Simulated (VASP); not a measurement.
Cu:

```xyz
1
Lattice="0.0000 1.7706 1.7706 1.7706 0.0000 1.7706 1.7706 1.7706 0.0000" Properties=species:S:1:pos:R:3 pbc="T T T"
Cu    0.0000    0.0000    0.0000
```

Base run:

| Item | Value |
| --- | --- |
| Program | VASP 6.6.1 |
| Functional | SVWN5 |
| Potentials or basis | VASP PAW PBE potentials, release 64 (Cu) |
| Cutoff | 600 eV |
| k mesh | 13 × 13 × 13 |
| Occupations | fermi-dirac, width 0.05 eV |
| Spin | no spin polarisation |

Its results: band gap on the k mesh zero (an odd number of electrons rules out a gap without spin polarisation); pressure -3.1 GPa.

Question: The run is repeated on the same cell with these changes: functional from SVWN5 to PBE exchange alone. What comes out?

Answer: Band gap on the k mesh zero (an odd number of electrons rules out a gap without spin polarisation); pressure 36.8 GPa.

Caveats: the cell stands under tension (at least some runs); the PAW data sets were made with another functional, which shifts forces and pressure a little (at least some runs); the cell stands under pressure (at least some runs).
